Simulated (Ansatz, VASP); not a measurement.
**One calculation of HfNb2CN2, two programs**

```
CELL_PARAMETERS angstrom
3.09324 0.00000 0.00000
0.00000 3.09324 0.00000
0.00000 0.00000 8.12058
ATOMIC_POSITIONS crystal
Hf 0.50000 0.50000 0.00000
Nb 0.50000 0.00000 0.62599
Nb 0.00000 0.50000 0.37401
C 0.00000 0.00000 0.00000
N 0.50000 0.00000 0.35559
N 0.00000 0.50000 0.64441
```

Change from the starting cell: species swapped into the Zr2SiTe2As type (P-4m2, No. 115).

Alike in both runs: functional PBE; k mesh 12 × 12 × 6; occupations gaussian, width 0.1 eV; no spin polarisation.

Ansatz relaxed the structure, and its values are those at the end. VASP's run is a single point on that final structure, the one shown.

|  | VASP | Ansatz |
| --- | --- | --- |
| version | VASP 6.6.1 | Ansatz 0.2.0 |
| potentials or method | VASP PAW PBE potentials, release 64 (Hf_pv, Nb_sv, C, N), cutoff 520 eV | scalar-relativistic, plane waves, PAW |
| valence electrons in the cell | 50 | 66 |

|  | VASP | Ansatz | Ansatz less VASP |
| --- | --- | --- | --- |
| gap on the k mesh at the Fermi level (eV) | none | none | - |
| pressure (GPa) | -0.3 | 0.0 | +0.30 |

A gap of «none» marks a metal or a gap that the smearing closes. With one functional, cell and mesh, what is left measures potentials, basis and numerics. VASP's potentials hold 50 valence electrons a cell and Ansatz's 66, so a difference there can come from the potentials and not from the codes.

Spin-orbit coupling is off throughout.
